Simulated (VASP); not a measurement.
The system is MoS2.

```
Mo S
1.0
     1.58150    0.91308    6.12333
    -1.58150    0.91308    6.12333
     0.00000   -1.82616    6.12333
Mo S
1 2
Cartesian
  0.0000 0.0000 0.0000
  0.0000 0.0000 13.7481
  0.0000 0.0000 10.7446
```

```yaml
Program: VASP 6.6.1
Task: relaxation of cell and atoms
Functional: PBE
Dispersion: D3(BJ)
Potentials_or_basis: VASP PAW PBE potentials, release 64 (Mo_sv, S)
Cutoff: 600 eV
k_mesh: 6 × 6 × 6
Occupations: gaussian, width 0.1 eV
Spin: no spin polarisation
```

At the start: pressure 5.1 GPa; volume 17.68 Å³/atom.

Question: How do energy, volume and symmetry change on relaxing?

Answer: Over 11 steps the energy falls by 27.2 meV/atom and the volume is 17.25 Å³/atom (-2.4 %); space group R3m (No. 160, to 0.05 Å).

Step by step:
```tsv
step	energy change (eV)	largest force (eV/Å)	pressure (GPa)	volume (Å³)
1	0.0000	1.2835	5.12	53.05
2	0.1417	1.5601	-11.49	57.49
3	-0.0599	0.1387	-1.69	54.55
4	-0.0600	0.1804	-1.45	54.49
5	-0.0689	0.0987	-0.19	53.60
6	-0.0689	0.0945	-0.11	53.55
7	-0.0708	0.0961	-0.06	53.36
8	-0.0758	0.1036	0.10	52.80
9	-0.0810	0.1196	0.60	51.68
10	-0.0808	0.1212	-0.96	51.86
11	-0.0817	0.0090	-0.12	51.76
```

Final structure:
```
CELL_PARAMETERS angstrom
1.57651 0.91020 6.01211
-1.57651 0.91020 6.01211
0.00000 -1.82039 6.01211
ATOMIC_POSITIONS crystal
Mo 0.00001 0.00001 0.00001
S 0.75331 0.75331 0.75331
S 0.57998 0.57998 0.57998
```

Caveat: the relaxation stopped at a loose force limit of 0.05 eV/Å, so its end isn't a converged minimum.
